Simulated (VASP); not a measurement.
Input of a VASP 6.6.1 run:

File INCAR:

```
PREC = Accurate
ENCUT = 500
EDIFF = 1E-6
ISMEAR = 0
SIGMA = 0.02
LREAL = F
LASPH = T
NELM = 120
ALGO = Normal
ISIF = 2
LWAVE = F
LCHARG = F
GGA = PS
NBANDS = 11
GGA_COMPAT = F
```

Contents of KPOINTS:

```
Automatic mesh
0
Gamma
  16 16 16
```

POSCAR

```
BP
1.0
    0.0000000000      2.2600812336      2.2600812336
    2.2600812336      0.0000000000      2.2600812336
    2.2600812336      2.2600812336      0.0000000000
B P
1 1
Direct
    0.0000000000      0.0000000000      0.0000000000
    0.7500000000      0.7500000000      0.7500000000
```

Potentials or basis: VASP PAW PBE potentials, release 64 (B, P).

The run is started by

```sh
$ cat potpaw_PBE.64/B/POTCAR potpaw_PBE.64/P/POTCAR > POTCAR
$ mpirun -np 1 vasp_std > vasp.out
```

What does it give for the band gap on the k mesh?

1.12 eV, indirect (least direct gap 3.37 eV).

Predict the pressure.

0.1 GPa.

Caveat: the PAW data sets were made with another functional, which shifts forces and pressure a little. A k mesh can miss the band edges.
